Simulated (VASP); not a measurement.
Set up this calculation in VASP 6.6.1, as the native input.

```
Task                   : electric field gradients
Functional             : LDA
Potentials or basis    : VASP PAW LDA potentials, release 64 (Ti_sv, O)
Cutoff                 : 520 eV
k mesh                 : 7 × 7 × 10
Occupations            : fermi-dirac, width 0.05 eV
Spin                   : no spin polarisation
Dipole correction      : no
Further INCAR settings : ALGO = Normal; EDIFF = 1e-08; NBANDS = 33
```

The structure of TiO2 lies in POSCAR:

```
TiO2
1.0
    4.6399400000      0.0000000000      0.0000000000
    0.0000000000      4.6399400000      0.0000000000
    0.0000000000      0.0000000000      2.9590000000
Ti O
2 4
Direct
    0.0000000000      0.0000000000      0.0000000000
    0.5000000000      0.5000000000      0.5000000000
    0.3060000000      0.3060000000      0.0000000000
    0.1940000000      0.8060000000      0.5000000000
    0.6940000000      0.6940000000      0.0000000000
    0.8060000000      0.1940000000      0.5000000000
```

This cell differs from its parent crystal: equal xx and yy strain of +1 %.

These files were run (other wordings do the same):

INCAR

```
  PREC = Accurate
  ENCUT = 520
  EDIFF = 1E-8
  ISMEAR = -1
  SIGMA = 0.05
  LREAL = False
  LASPH = True
  NELM = 80
  ALGO = Normal
  ISIF = 2
  LWAVE = False
  LCHARG = False
  GGA = CA
  LEFG = True
  NBANDS = 33
```

KPOINTS

```
Automatic mesh
0
Gamma
  7 7 10
```

Potentials or basis: VASP PAW LDA potentials, release 64 (Ti_sv, O).

Command:

```console
$ cat potpaw_LDA.64/Ti_sv/POTCAR potpaw_LDA.64/O/POTCAR > POTCAR
$ mpirun -np 1 vasp_std > vasp.out
```

Results of the run:

- Pressure: -10.7 GPa
- Largest force: 0.021 eV/Å
- Band gap on the k mesh: 1.80 eV
- Largest electric field gradient by atom: Ti -26.2; O +21.3 V/Å²

Caveat: the cell differs from its parent crystal (equal xx and yy strain of +1 %); the cell stands under tension; without QUAD_EFG the Cq values of the log hold for a quadrupole moment of 1 mb, not for the nuclei.

Run time: 2.9 min on 1 thread of Intel Xeon 8259CL, with other jobs on the host, peak memory 0.22 GiB.
